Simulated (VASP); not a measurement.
# Ti in VASP: a series of runs

Ti is run at these levels: PBEsol; tasks: single point.

Program: VASP 6.6.1. These are calculated values, not measurements. Logs are shortened: lines on timing, memory, paths and dates and some standing lists are left out, and cuts for length are marked.

## (1) The cell of the first run

The cell holds a slab with vacuum, 10 atoms: a = 4.515 Å, b = 4.515 Å, c = 23.396 Å, α = 90.00°, β = 90.00°, γ = 120.00°.

## (2) Single point, PBEsol

File INCAR:

```
PREC = Accurate
ENCUT = 450
EDIFF = 1E-6
ISMEAR = 0
SIGMA = 0.1
LREAL = False
LASPH = True
NELM = 300
ALGO = Normal
ISIF = 2
LWAVE = False
LCHARG = True
LDIPOL = True
IDIPOL = 3
DIPOL = 0.5 0.5 0.500
GGA = PS
LVHAR = True
LVACPOTAV = True
NBANDS = 71
GGA_COMPAT = False
NELMDL = -8
AMIX = 0.1
BMIX = 1E-4
AMIX_MAG = 0.4
BMIX_MAG = 1E-4
KPAR = 4
```

File KPOINTS:

```
Automatic mesh
0
Gamma
  9 9 1
```

File POSCAR:

```
Ti
1.0
    4.5152900626      0.0000000000      0.0000000000
   -2.2576450313      3.9103558997      0.0000000000
    0.0000000000      0.0000000000     23.3963809492
Ti
10
Direct
    0.0000000000      0.0000000000      0.3205623988
    0.3333333333      0.6666666667      0.3803749325
    0.6666666667      0.3333333333      0.3803749325
    0.0000000000      0.0000000000      0.4401874663
    0.3333333333      0.6666666667      0.5000000000
    0.6666666667      0.3333333333      0.5000000000
    0.0000000000      0.0000000000      0.5598125337
    0.3333333333      0.6666666667      0.6196250675
    0.6666666667      0.3333333333      0.6196250675
    0.0000000000      0.0000000000      0.6794376012
```

Potentials or basis: VASP PAW PBE potentials, release 64 (Ti_sv).

On the command line:

```bash
$ cat potpaw_PBE.64/Ti_sv/POTCAR > POTCAR
$ mpirun -np 4 vasp_std > vasp.out
```

OUTCAR:

```text
PREC = Accurate
   ENCUT = 450
   EDIFF = 1E-6
   ISMEAR = 0
   LREAL = False
   LASPH = True
   NELM = 300
   ISIF = 2
   GGA = PS
   NELMDL = -8
   AMIX = 0.1
   AMIX_MAG = 0.4

 ion  position               nearest neighbor table
   1  0.000  0.000  0.321-   4 2.80
   2  0.333  0.667  0.380-   3 2.61   3 2.61   3 2.61   5 2.80
   3  0.667  0.333  0.380-   2 2.61   2 2.61   2 2.61   6 2.80
   4  0.000  0.000  0.440-   7 2.80   1 2.80
   5  0.333  0.667  0.500-   6 2.61   6 2.61   6 2.61   8 2.80   2 2.80
   6  0.667  0.333  0.500-   5 2.61   5 2.61   5 2.61   9 2.80   3 2.80
   7  0.000  0.000  0.560-   4 2.80  10 2.80
   8  0.333  0.667  0.620-   9 2.61   9 2.61   9 2.61   5 2.80
   9  0.667  0.333  0.620-   8 2.61   8 2.61   8 2.61   6 2.80
  10  0.000  0.000  0.679-   7 2.80

  LATTYP: Found a hexagonal cell.
 ALAT       =     4.5152900626
 C/A-ratio  =     5.1815898037

  Lattice vectors:

 A1 = (   4.5152900626,   0.0000000000,   0.0000000000)
 A2 = (  -2.2576450313,   3.9103558997,   0.0000000000)
 A3 = (   0.0000000000,   0.0000000000,  23.3963809492)

Analysis of symmetry for initial positions (statically):
=====================================================================
 Subroutine PRICEL returns:
 Original cell was already a primitive cell.

 Routine SETGRP: Setting up the symmetry group for a
 hexagonal supercell.

 Subroutine GETGRP returns: Found 24 space group operations
 (whereof 24 operations were pure point group operations)
 out of a pool of 24 trial point group operations.

The static configuration has the point symmetry D_6h.

Analysis of symmetry for dynamics (positions and initial velocities):
=====================================================================
 Subroutine PRICEL returns:
 Original cell was already a primitive cell.

 Routine SETGRP: Setting up the symmetry group for a
 hexagonal supercell.

 Subroutine GETGRP returns: Found 24 space group operations
 (whereof 24 operations were pure point group operations)
 out of a pool of 24 trial point group operations.

The dynamic configuration has the point symmetry D_6h.

 Subroutine INISYM returns: Found 24 space group operations
 (whereof 24 operations are pure point group operations),
 and found     1 'primitive' translations

----------------------------------------------------------------------------------------

                                     Primitive cell

  volume of cell :     413.0957

  direct lattice vectors                    reciprocal lattice vectors
     4.515290063  0.000000000  0.000000000     0.221469714  0.127865599  0.000000000
    -2.257645031  3.910355900  0.000000000     0.000000000  0.255731198  0.000000000
     0.000000000  0.000000000 23.396380949     0.000000000  0.000000000  0.042741653

  length of vectors
     4.515290063  4.515290063 23.396380949     0.255731198  0.255731198  0.042741653

  position of ions in fractional coordinates (direct lattice)
     0.000000000  0.000000000  0.320562399
     0.333333333  0.666666667  0.380374932
     0.666666667  0.333333333  0.380374932
     0.000000000  0.000000000  0.440187466
     0.333333333  0.666666667  0.500000000
     0.666666667  0.333333333  0.500000000
     0.000000000  0.000000000  0.559812534
     0.333333333  0.666666667  0.619625068
     0.666666667  0.333333333  0.619625068
     0.000000000  0.000000000  0.679437601

  ion indices of the primitive-cell ions
   primitive index   ion index
                 1           1
                 2           2
                 3           3
                 4           4
                 5           5
                 6           6
                 7           7
                 8           8
                 9           9
                10          10

----------------------------------------------------------------------------------------

 KPOINTS: Automatic mesh

Automatic generation of k-mesh.
 Grid dimensions read from file:
 generate k-points for:    9    9    1

 Generating k-lattice:

  Cartesian coordinates                     Fractional coordinates (reciprocal lattice)
     0.024607746  0.014207289  0.000000000     0.111111111 -0.000000000  0.000000000
     0.000000000  0.028414578  0.000000000     0.000000000  0.111111111  0.000000000
     0.000000000  0.000000000  0.042741653     0.000000000  0.000000000  1.000000000

  Length of vectors
     0.028414578  0.028414578  0.042741653

  Shift w.r.t. Gamma in fractional coordinates (k-lattice)
     0.000000000  0.000000000  0.000000000

 Subroutine IBZKPT returns following result:
 ===========================================

 Found     12 irreducible k-points:

 Following reciprocal coordinates:
            Coordinates               Weight
  0.000000  0.000000  0.000000      1.000000
  0.111111  0.000000  0.000000      6.000000
  0.222222  0.000000  0.000000      6.000000
  0.333333  0.000000  0.000000      6.000000
  0.444444  0.000000  0.000000      6.000000
  0.111111  0.111111  0.000000      6.000000
  0.222222  0.111111  0.000000     12.000000
  0.333333  0.111111  0.000000     12.000000
  0.444444  0.111111  0.000000      6.000000
  0.222222  0.222222  0.000000      6.000000
  0.333333  0.222222  0.000000     12.000000
  0.333333  0.333333  0.000000      2.000000
   k-points           NKPTS =     12   k-points in BZ     NKDIM =     12   number of bands    NBANDS=     71
   number of dos      NEDOS =    301   number of ions     NIONS =     10
   total plane-waves  NPLWV = 165888
   dimension x,y,z NGX =    32 NGY =   32 NGZ =  162
   dimension x,y,z NGXF=    64 NGYF=   64 NGZF=  324
   ions per type =              10
   NGX,Y,Z   is equivalent  to a cutoff of  11.78, 11.78, 11.51 a.u.
   NGXF,Y,Z  is equivalent  to a cutoff of  23.56, 23.56, 23.02 a.u.
 SYSTEM =  unknown system
   PREC   = accura    normal or accurate (medium, high low for compatibility)
   ISTART =      0    job   : 0-new  1-cont  2-samecut
   ICHARG =      2    charge: 1-file 2-atom 10-const
   ISPIN  =      1    spin polarized calculation?
   LNONCOLLINEAR =      F non collinear calculations
   LSORBIT =      F    spin-orbit coupling
   LASPH  =      T    aspherical Exc in radial PAW
   ENCUT  =  450.0 eV  33.07 Ry    5.75 a.u.   7.81  7.81 40.47*2*pi/ulx,y,z
   NELM   =    300;   NELMIN=  2; NELMDL= -8     # of ELM steps
   EDIFF  = 0.1E-05   stopping-criterion for ELM
   LREAL  =      F    real-space projection
   EDIFFG = 0.1E-04   stopping-criterion for IOM
   NSW    =      0    number of steps for IOM
   IBRION =     -1    ionic relax: 0-MD 1-quasi-New 2-CG
   NFREE  =      0    steps in history (QN), initial steepest desc. (CG)
   ISIF   =      2    stress and relaxation
   ISYM   =      2    0-nonsym 1-usesym 2-fastsym
   POTIM  = 0.5000    time-step for ionic-motion
   TEBEG  =    0.0;   TEEND  =   0.0 temperature during run
   PSTRESS=    0.0 pullay stress
   NELECT =     120.0000    total number of electrons
   NUPDOWN=      -1.0000    fix difference up-down
   EMIN   =  10.00;   EMAX   =-10.00  energy-range for DOS
   EFERMI =   0.00;   METHOD = LEGACY
   ISMEAR =     0;   SIGMA  =   0.10  broadening in eV -4-tet -1-fermi 0-gaus
   EFERMI_NEDOS =   21; number of points for ismear=-14 and -15
   IALGO  =     38    algorithm
   IMIX   =      4    mixing-type and parameters
     AMIX     =   0.10;   BMIX     =  0.00
     AMIX_MAG =   0.40;   BMIX_MAG =  0.00
  volume/ion in A,a.u.               =      41.31       278.77
  Fermi-wavevector in a.u.,A,eV,Ry     =   1.084222  2.048883 15.994168  1.175538
  Thomas-Fermi vector in A             =   2.220307
   LORBIT       =      0    0 simple, 1 ext, 2 COOP (PROOUT), +10 PAW based schemes
   GGA     = PS    functional components
   LHFCALC =     F    Hartree Fock is set to
   AEXX    =    0.0000 exact exchange contribution
   IVDW    =     0    specifies the selected vdW correction
   LEPSILON=     F    determine dielectric tensor
   LRPA    =     F    only Hartree local field effects (RPA)
 non-spin polarized calculation
 Gauss-broadening in eV      SIGMA  =   0.10
  energy-cutoff  :      450.00
  volume of cell :      413.10
 maximum number of plane-waves:      9000
 NGX is ok and might be reduce to    32
   NGX = 15   NGY = 15   NGZ = 81

 dipolmoment           0.000000      0.000000     -0.000000 electrons x Angstroem

 number of electron     120.0000002 magnetization

 dipolmoment           0.000000      0.000000      0.000000 electrons x Angstroem

 Free energy of the ion-electron system (eV)
  ---------------------------------------------------
  ext. energy  EPLUGINS =         0.00000000
  ---------------------------------------------------
  free energy    TOTEN  =       -78.82041746 eV

  energy without entropy =      -78.77223152  energy(sigma->0) =      -78.79632449

 E-fermi :   1.5922     XC(G=0):  -5.7088

 val. band max:        1.5837768961   @ k =   0.4444   0.1111   0.0000
 cond. band min:       1.6071948650   @ k =   0.3333   0.3333   0.0000
 fundamental gap:      0.0234179688
 Fermi energy:         1.5922161448

 k-point     1 :       0.0000    0.0000    0.0000
  band No.  band energies     occupation
      1     -55.4400      2.00000
      2     -55.4399      2.00000
      3     -55.0303      2.00000
      4     -54.9899      2.00000
      5     -54.8542      2.00000
      6     -54.8511      2.00000
[... 63 lines left out ...]
     70       2.8017      0.00000
     71       2.8537      0.00000

 k-point     2 :       0.1111    0.0000    0.0000
  band No.  band energies     occupation
      1     -55.4398      2.00000
      2     -55.4397      2.00000
      3     -55.0281      2.00000
      4     -54.9887      2.00000
      5     -54.8503      2.00000
      6     -54.8471      2.00000
[... 732 lines left out ...]
 k-point    12 :       0.3333    0.3333    0.0000
  band No.  band energies     occupation
      1     -55.4377      2.00000
      2     -55.4377      2.00000
      3     -55.0121      2.00000
      4     -54.9806      2.00000
      5     -54.7647      2.00000
      6     -54.7647      2.00000
[... 63 lines left out ...]
     70       2.3109      0.00000
     71       2.3109      0.00000

------------------------ aborting loop because EDIFF is reached ----------------------------------------

  FORCE on cell =-STRESS in cart. coord.  units (eV):
  Direction    XX          YY          ZZ          XY          YZ          ZX
  --------------------------------------------------------------------------------------
  -------------------------------------------------------------------------------------
  Total       -6.4742969     -6.4742969     -6.0793167      0.0000000      0.0000000      0.0000000
  in kB      -25.1103384    -25.1103384    -23.5784213      0.0000000      0.0000000      0.0000000
  external PRESSURE =     -24.5996994 kB  Pullay stress =       0.0000000 kB

 VOLUME and BASIS-vectors are now :
 -----------------------------------------------------------------------------
  energy-cutoff  :      450.00
  volume of cell :      413.10
      direct lattice vectors                 reciprocal lattice vectors
     4.515290063  0.000000000  0.000000000     0.221469714  0.127865599  0.000000000
    -2.257645031  3.910355900  0.000000000     0.000000000  0.255731198  0.000000000
     0.000000000  0.000000000 23.396380949     0.000000000  0.000000000  0.042741653

 POSITION                                       TOTAL-FORCE (eV/Angst)
 -----------------------------------------------------------------------------------
      0.00000      0.00000      7.50000         0.000000     -0.000000      1.207392
     -0.00000      2.60690      8.89940         0.000000     -0.000000     -0.260687
      2.25765      1.30345      8.89940        -0.000000     -0.000000     -0.260687
      0.00000      0.00000     10.29879        -0.000000     -0.000000     -0.549826
     -0.00000      2.60690     11.69819         0.000000     -0.000000      0.000000
      2.25765      1.30345     11.69819        -0.000000      0.000000     -0.000000
      0.00000      0.00000     13.09759        -0.000000     -0.000000      0.549826
     -0.00000      2.60690     14.49698         0.000000      0.000000      0.260687
      2.25765      1.30345     14.49698        -0.000000     -0.000000      0.260687
      0.00000      0.00000     15.89638         0.000000     -0.000000     -1.207392
 -----------------------------------------------------------------------------------
    total drift:                                0.000000      0.000000      0.000000

  FREE ENERGIE OF THE ION-ELECTRON SYSTEM (eV)
  ---------------------------------------------------
  free  energy   TOTEN  =       -78.8204174558 eV

  energy  without entropy=      -78.7722315214  energy(sigma->0) =      -78.79632449

 vacuum level on the upper side and lower side of the slab         4.817         4.817
```

Wall time 6.5 min (4 MPI ranks of Intel Xeon Platinum 8259CL at 2.50GHz (Skylake/Cascade Lake), shared host); peak memory 0.52 GiB.

What came out:

- Free energy: -78.8204 eV
- Largest force: 1.207 eV/Å
- Band gap on the k mesh: zero (bands 60 and 61 overlap by 0.51 eV)

Forces in eV/Å, atoms in the order of the input:
```
Ti   0.000  0.000  1.207
Ti   0.000  0.000 -0.261
Ti   0.000  0.000 -0.261
Ti   0.000  0.000 -0.550
Ti   0.000  0.000  0.000
Ti   0.000  0.000  0.000
Ti   0.000  0.000  0.550
Ti   0.000  0.000  0.261
Ti   0.000  0.000  0.261
Ti   0.000  0.000 -1.207
```

Caveat: the PAW data sets were made with another functional, which shifts forces and pressure a little.

(Continued in part 2 of 2.)

The gap in the log of VASP goes by the Fermi energy; the results here count the filled bands.